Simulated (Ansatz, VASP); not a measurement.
# One calculation of Be3CdF, two programs

The input INCAR:

```
SYSTEM = Be3CdF
ALGO = Normal
EDIFF = 1E-6
ENCUT = 520
GGA = PE
ISIF = 2
ISMEAR = 0
ISPIN = 2
LASPH = .TRUE.
LCHARG = .FALSE.
LORBIT = 11
LREAL = .FALSE.
LWAVE = .FALSE.
MAGMOM = 0 0 0 0 1
NBANDS = 24
NELM = 150
PREC = Accurate
SIGMA = 0.1
```

Contents of KPOINTS:

```
k-points
0
G
  6 6 4
  0 0 0
```

File POSCAR:

```
Be3CdF
1.0
    3.6759088789      0.0000000000      0.0000000000
    0.0000000000      3.6759088789      0.0000000000
    0.0000000000      0.0000000000      5.1170297666
Be Cd F
3 1 1
Direct
    0.5000000000      0.5000000000      0.8081811518
    0.5000000000      0.5000000000      0.1918188482
    0.0000000000      0.0000000000      0.0000000000
    0.0000000000      0.0000000000      0.5000000000
    0.5000000000      0.5000000000      0.5000000000
```

Input for Ansatz:

```yaml
crystal:
  lattice:
    - [3.6759088789, 0.0, 0.0]
    - [0.0, 3.6759088789, 0.0]
    - [0.0, 0.0, 5.1170297666]
  atoms:
    - { symbol: Be, position: [0.5, 0.5, 0.8081811518] }
    - { symbol: Be, position: [0.5, 0.5, 0.1918188482] }
    - { symbol: Be, position: [0.0, 0.0, 0.0] }
    - { symbol: Cd, position: [0.0, 0.0, 0.5] }
    - { symbol: F, position: [0.5, 0.5, 0.5], spin: 1.0 }
basis:
  ecutwfc: 420
kpoints:
  mp_grid: { grid: [6, 6, 4] }
hamiltonian:
  xc: pbe
scf:
  occupations: { method: gaussian, width: 0.1 }
  lower_state_search: "off"
output:
  forces: true
  stress: true
  eigenvalues: true
  populations: true
magnetization:
  spin_polarized: true
```

Alike in both runs: task single point; functional PBE; k mesh 6 × 6 × 4; occupations gaussian, width 0.1 eV; collinear spin.

|  | VASP | Ansatz |
| --- | --- | --- |
| version | VASP 6.6.1 | Ansatz 0.2.0 |
| potentials or method | VASP PAW PBE potentials, release 64 (Be, Cd, F), cutoff 520 eV | scalar-relativistic, plane waves, PAW |
| valence electrons in the cell | 25 | 33 |

```tsv
	VASP	Ansatz	Ansatz less VASP
gap on the k mesh at the Fermi level (eV)	none	none	-
pressure (GPa)	0.2	0.1	-0.08
traceless stress, the component that is largest in VASP (GPa)	0.17	0.07	-0.099
rms of the force components (eV/Å)	0.014	0.003	-0.0115
net moment per atom (μB)	0.00	0.00	0.000
```

Atom by atom the forces differ by 0.011 eV/Å (rms over components). A gap of «none» marks a metal or a gap that the smearing closes. With one functional, cell and mesh, what is left measures potentials, basis and numerics. VASP's potentials hold 25 valence electrons a cell and Ansatz's 33, so a difference there can come from the potentials and not from the codes. Ansatz's warnings: seeded moment not kept.
